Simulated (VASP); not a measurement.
# Ru (Fm-3m) in VASP: a series of runs

Ru is run at these levels: PBE; tasks: single point.

Program: VASP 6.6.1. These are calculated values, not measurements. Logs are shortened: lines on timing, memory, paths and dates and some standing lists are left out, and cuts for length are marked.

**1. The cell of the first run**

Symmetry: Fm-3m, No. 225, cubic system. The conventional cell has a = 3.811 Å, b = 3.811 Å, c = 3.811 Å, α = 90.00°, β = 90.00°, γ = 90.00°. Within 3.6 Å of Ru (site symmetry m-3m) lie 12 Ru at 2.70 Å.

**2. Single point, PBE**

The input, INCAR:

```
SYSTEM = Ru
ALGO     = Normal         ! electronic algorithm
EDIFF    = 1E-6           ! SCF threshold, eV
ENCUT    = 520            ! plane-wave cutoff, eV
GGA      = PE             ! functional
ISIF     = 2              ! what is computed and relaxed
ISMEAR   = -1             ! smearing method
LASPH    = .TRUE.         ! aspherical terms in the spheres
LCHARG   = .TRUE.         ! write CHGCAR
LELF     = .TRUE.         ! ELF
LREAL    = .FALSE.        ! projectors in reciprocal space
LVHAR    = .TRUE.       
LWAVE    = .FALSE.        ! write WAVECAR
NBANDS   = 13             ! bands
NELM     = 60             ! most SCF steps
PREC     = Accurate       ! precision mode
SIGMA    = 0.06122561905347299 ! smearing width, eV
```

The input, KPOINTS:

```
k-points
0
G
  25 25 25
  0 0 0
```

The input, POSCAR:

```
Ru
1.0
    0.0000000000      1.9056612588      1.9056612588
    1.9056612588      0.0000000000      1.9056612588
    1.9056612588      1.9056612588      0.0000000000
Ru
1
Direct
    0.0000000000      0.0000000000      0.0000000000
```

Potentials or basis: VASP PAW PBE potentials, release 64 (Ru_pv).

Launch:

```sh
cat potpaw_PBE.64/Ru_pv/POTCAR > POTCAR
mpirun -np 1 vasp_std > vasp.out
```

OUTCAR:

```text
SYSTEM = Ru
   EDIFF = 1E-6
   ENCUT = 520
   GGA = PE
   ISIF = 2
   ISMEAR = -1
   LASPH = .TRUE.
   LREAL = .FALSE.
   NELM = 60
   PREC = Accurate

 ion  position               nearest neighbor table
   1  0.000  0.000  0.000-

  LATTYP: Found a face centered cubic cell.
 ALAT       =     3.8113225176

  Lattice vectors:

 A1 = (   0.0000000000,   1.9056612588,   1.9056612588)
 A2 = (   1.9056612588,   0.0000000000,   1.9056612588)
 A3 = (   1.9056612588,   1.9056612588,   0.0000000000)

Analysis of symmetry for initial positions (statically):
=====================================================================
 Subroutine PRICEL returns:
 Original cell was already a primitive cell.

 Routine SETGRP: Setting up the symmetry group for a
 face centered cubic supercell.

 Subroutine GETGRP returns: Found 48 space group operations
 (whereof 48 operations were pure point group operations)
 out of a pool of 48 trial point group operations.

The static configuration has the point symmetry O_h .

Analysis of symmetry for dynamics (positions and initial velocities):
=====================================================================
 Subroutine PRICEL returns:
 Original cell was already a primitive cell.

 Routine SETGRP: Setting up the symmetry group for a
 face centered cubic supercell.

 Subroutine GETGRP returns: Found 48 space group operations
 (whereof 48 operations were pure point group operations)
 out of a pool of 48 trial point group operations.

The dynamic configuration has the point symmetry O_h .

 Subroutine INISYM returns: Found 48 space group operations
 (whereof 48 operations are pure point group operations),
 and found     1 'primitive' translations

----------------------------------------------------------------------------------------

                                     Primitive cell

  volume of cell :      13.8410

  direct lattice vectors                    reciprocal lattice vectors
     0.000000000  1.905661259  1.905661259    -0.262376116  0.262376116  0.262376116
     1.905661259  0.000000000  1.905661259     0.262376116 -0.262376116  0.262376116
     1.905661259  1.905661259  0.000000000     0.262376116  0.262376116 -0.262376116

  length of vectors
     2.695011997  2.695011997  2.695011997     0.454448764  0.454448764  0.454448764

  position of ions in fractional coordinates (direct lattice)
     0.000000000  0.000000000  0.000000000

  ion indices of the primitive-cell ions
   primitive index   ion index
                 1           1

----------------------------------------------------------------------------------------

 KPOINTS: k-points

Automatic generation of k-mesh.
 Grid dimensions read from file:
 generate k-points for:   25   25   25

 Generating k-lattice:

  Cartesian coordinates                     Fractional coordinates (reciprocal lattice)
    -0.010495045  0.010495045  0.010495045     0.040000000  0.000000000  0.000000000
     0.010495045 -0.010495045  0.010495045     0.000000000  0.040000000  0.000000000
     0.010495045  0.010495045 -0.010495045     0.000000000  0.000000000  0.040000000

  Length of vectors
     0.018177951  0.018177951  0.018177951

  Shift w.r.t. Gamma in fractional coordinates (k-lattice)
     0.000000000  0.000000000  0.000000000

 Subroutine IBZKPT returns following result:
 ===========================================

 Found    455 irreducible k-points:

 Following reciprocal coordinates:
            Coordinates               Weight
  0.000000  0.000000  0.000000      1.000000
  0.040000  0.000000  0.000000      8.000000
  0.080000  0.000000  0.000000      8.000000
  0.120000  0.000000  0.000000      8.000000
  0.160000  0.000000  0.000000      8.000000
  0.200000  0.000000  0.000000      8.000000
[... 16 lines left out ...]
  0.400000  0.040000  0.000000     24.000000
  0.440000  0.040000  0.000000     24.000000
 [... further k-points ...]
   k-points           NKPTS =    455   k-points in BZ     NKDIM =    455   number of bands    NBANDS=     13
   number of dos      NEDOS =    301   number of ions     NIONS =      1
   total plane-waves  NPLWV =   8000
   dimension x,y,z NGX =    20 NGY =   20 NGZ =   20
   dimension x,y,z NGXF=    40 NGYF=   40 NGZF=   40
   ions per type =               1
   NGX,Y,Z   is equivalent  to a cutoff of  12.34, 12.34, 12.34 a.u.
   NGXF,Y,Z  is equivalent  to a cutoff of  24.67, 24.67, 24.67 a.u.
 SYSTEM =  Ru
   PREC   = accura    normal or accurate (medium, high low for compatibility)
   ISTART =      0    job   : 0-new  1-cont  2-samecut
   ICHARG =      2    charge: 1-file 2-atom 10-const
   ISPIN  =      1    spin polarized calculation?
   LNONCOLLINEAR =      F non collinear calculations
   LSORBIT =      F    spin-orbit coupling
   LASPH  =      T    aspherical Exc in radial PAW
   ENCUT  =  520.0 eV  38.22 Ry    6.18 a.u.   5.01  5.01  5.01*2*pi/ulx,y,z
   NELM   =     60;   NELMIN=  2; NELMDL= -5     # of ELM steps
   EDIFF  = 0.1E-05   stopping-criterion for ELM
   LREAL  =      F    real-space projection
   EDIFFG = 0.1E-04   stopping-criterion for IOM
   NSW    =      0    number of steps for IOM
   IBRION =     -1    ionic relax: 0-MD 1-quasi-New 2-CG
   NFREE  =      0    steps in history (QN), initial steepest desc. (CG)
   ISIF   =      2    stress and relaxation
   ISYM   =      2    0-nonsym 1-usesym 2-fastsym
   POTIM  = 0.5000    time-step for ionic-motion
   TEBEG  =    0.0;   TEEND  =   0.0 temperature during run
   PSTRESS=    0.0 pullay stress
   NELECT =      14.0000    total number of electrons
   NUPDOWN=      -1.0000    fix difference up-down
   EMIN   =  10.00;   EMAX   =-10.00  energy-range for DOS
   EFERMI =   0.00;   METHOD = LEGACY
   ISMEAR =    -1;   SIGMA  =   0.06  broadening in eV -4-tet -1-fermi 0-gaus
   EFERMI_NEDOS =   21; number of points for ismear=-14 and -15
   IALGO  =     38    algorithm
   IMIX   =      4    mixing-type and parameters
     AMIX     =   0.40;   BMIX     =  1.00
     AMIX_MAG =   1.60;   BMIX_MAG =  1.00
  volume/ion in A,a.u.               =      13.84        93.40
  Fermi-wavevector in a.u.,A,eV,Ry     =   1.643344  3.105470 36.743613  2.700579
  Thomas-Fermi vector in A             =   2.733494
   LORBIT       =      0    0 simple, 1 ext, 2 COOP (PROOUT), +10 PAW based schemes
   GGA     = PE    functional components
   LHFCALC =     F    Hartree Fock is set to
   AEXX    =    0.0000 exact exchange contribution
   IVDW    =     0    specifies the selected vdW correction
   LEPSILON=     F    determine dielectric tensor
   LRPA    =     F    only Hartree local field effects (RPA)
 non-spin polarized calculation
  energy-cutoff  :      520.00
  volume of cell :       13.84
 maximum number of plane-waves:       381
   NGX =  9   NGY =  9   NGZ =  9

 number of electron      14.0000002 magnetization

 Free energy of the ion-electron system (eV)
  ---------------------------------------------------
  ext. energy  EPLUGINS =         0.00000000
  ---------------------------------------------------
  free energy    TOTEN  =        -9.12848940 eV

  energy without entropy =       -9.11529588  energy(sigma->0) =       -9.12189264

 E-fermi :  12.3932     XC(G=0): -13.9997

 val. band max:       12.3911566937   @ k =   0.3600   0.2800   0.0000
 cond. band min:      12.3950602928   @ k =  -0.3200   0.4800   0.1600
 fundamental gap:      0.0039035991
 Fermi energy:        12.3932134120

 k-point     1 :       0.0000    0.0000    0.0000
  band No.  band energies     occupation
      1     -30.0212      2.00000
      2     -30.0212      2.00000
      3     -30.0212      2.00000
      4       4.6159      2.00000
      5       9.8998      2.00000
      6       9.8998      2.00000
      7       9.8998      2.00000
      8      12.2770      1.73937
      9      12.2770      1.73937
     10      22.9611      0.00000
     11      27.4791      0.00000
     12      33.1153      0.00000
     13      33.1153      0.00000

 k-point     2 :       0.0400    0.0000    0.0000
  band No.  band energies     occupation
      1     -30.0377      2.00000
      2     -30.0233      2.00000
      3     -30.0233      2.00000
      4       4.6836      2.00000
      5       9.8641      2.00000
      6       9.9285      2.00000
      7       9.9285      2.00000
      8      12.2584      1.80097
      9      12.2584      1.80096
     10      22.9612      0.00000
     11      27.5922      0.00000
     12      32.7539      0.00000
     13      33.2242      0.00000

 k-point     3 :       0.0800    0.0000    0.0000
  band No.  band energies     occupation
      1     -30.0860      2.00000
      2     -30.0297      2.00000
      3     -30.0297      2.00000
      4       4.8819      2.00000
      5       9.7659      2.00000
      6      10.0090      2.00000
      7      10.0090      2.00000
      8      12.2099      1.90464
      9      12.2099      1.90464
     10      22.9611      0.00000
     11      27.9164      0.00000
     12      31.9028      0.00000
     13      33.5461      0.00000
[... 305 lines left out ...]
 k-point    23 :       0.4000    0.0400    0.0000
  band No.  band energies     occupation
      1     -30.9018      2.00000
      2     -30.1506      2.00000
      3     -30.1433      2.00000
      4       6.6490      2.00000
      5       9.8666      2.00000
      6       9.9934      2.00000
      7      11.6762      1.99998
      8      13.7162      0.00000
      9      13.7555      0.00000
     10      22.9591      0.00000
     11      24.0495      0.00000
     12      27.9167      0.00000
     13      34.1984      0.00000

 k-point    24 :       0.4400    0.0400    0.0000
  band No.  band energies     occupation
      1     -30.9677      2.00000
      2     -30.1574      2.00000
      3     -30.1553      2.00000
      4       6.5866      2.00000
      5       9.7812      2.00000
      6       9.9039      2.00000
      7      12.3361      1.43548
      8      13.9803      0.00000
      9      14.1677      0.00000
     10      22.9446      0.00000
     11      23.1144      0.00000
     12      27.4881      0.00000
     13      33.6394      0.00000

 [... further k-points ...]

------------------------ aborting loop because EDIFF is reached ----------------------------------------

  FORCE on cell =-STRESS in cart. coord.  units (eV):
  Direction    XX          YY          ZZ          XY          YZ          ZX
  --------------------------------------------------------------------------------------
  -------------------------------------------------------------------------------------
  Total       -0.0184857     -0.0184857     -0.0184857      0.0000000     -0.0000000      0.0000000
  in kB       -2.1398253     -2.1398253     -2.1398253      0.0000000     -0.0000000      0.0000000
  external PRESSURE =      -2.1398253 kB  Pullay stress =       0.0000000 kB

 VOLUME and BASIS-vectors are now :
 -----------------------------------------------------------------------------
  energy-cutoff  :      520.00
  volume of cell :       13.84
      direct lattice vectors                 reciprocal lattice vectors
     0.000000000  1.905661259  1.905661259    -0.262376116  0.262376116  0.262376116
     1.905661259  0.000000000  1.905661259     0.262376116 -0.262376116  0.262376116
     1.905661259  1.905661259  0.000000000     0.262376116  0.262376116 -0.262376116

 POSITION                                       TOTAL-FORCE (eV/Angst)
 -----------------------------------------------------------------------------------
      0.00000      0.00000      0.00000         0.000000     -0.000000      0.000000
 -----------------------------------------------------------------------------------
    total drift:                               -0.000000     -0.000000     -0.000000

  FREE ENERGIE OF THE ION-ELECTRON SYSTEM (eV)
  ---------------------------------------------------
  free  energy   TOTEN  =        -9.1284894031 eV

  energy  without entropy=       -9.1152958827  energy(sigma->0) =       -9.12189264
```

Run time: 39 s. Hardware: 1 thread of AMD EPYC 9R45 (Zen 5), shared host; peak memory 0.15 GiB.

What came out:

| Quantity | Value |
| --- | --- |
| Free energy | -9.1285 eV |
| Pressure | -0.2 GPa |
| Band gap on the k mesh | zero (band 7 reaches 14.56 eV, above the bottom of band 8 at 11.09 eV) |

**3. Single point, PBE**

This run uses another cell than the first one, of 14.12 Å³/atom, 1.020 times its volume.

The input, INCAR:

```
SYSTEM = Ru
PREC = Accurate
ENCUT = 520
EDIFF = 1E-6
ISMEAR = -1
SIGMA = 0.06122561905347299
LREAL = .FALSE.
LASPH = .TRUE.
NELM = 60
ALGO = Normal
ISIF = 2
LWAVE = .FALSE.
LCHARG = .FALSE.
GGA = PE
NBANDS = 13
```

The input, KPOINTS:

```
Automatic mesh
0
G
  25 25 25
  0 0 0
```

The input, POSCAR:

```
Ru
1.0
    0.0000000000      1.9182818998      1.9182818998
    1.9182818998      0.0000000000      1.9182818998
    1.9182818998      1.9182818998      0.0000000000
Ru
1
Direct
    0.0000000000      0.0000000000      0.0000000000
```

Potentials or basis: VASP PAW PBE potentials, release 64 (Ru_pv).

Launch:

```sh
cat potpaw_PBE.64/Ru_pv/POTCAR > POTCAR
mpirun -np 1 vasp_std > vasp.out
```

Wall time 37 s (1 thread of AMD EPYC 9R45 (Zen 5), shared host); peak memory 0.15 GiB.

Results (log left out):

| Item | Value |
| --- | --- |
| Free energy | -9.1232 eV |
| Pressure | -6.0 GPa |
| Band gap on the k mesh | zero (band 7 reaches 14.14 eV, above the bottom of band 8 at 10.78 eV) |

Levels at points of the mesh, in eV from the Fermi level:
```
           k point  band 3  band 4  band 5  band 6  band 7  band 8  band 9  band 10  band 11  band 12
(0.00, 0.00, 0.00)  -42.41   -7.66   -2.42   -2.42   -2.42   -0.12   -0.12    10.59    15.09    20.62
```

[end of part 1 of 2]
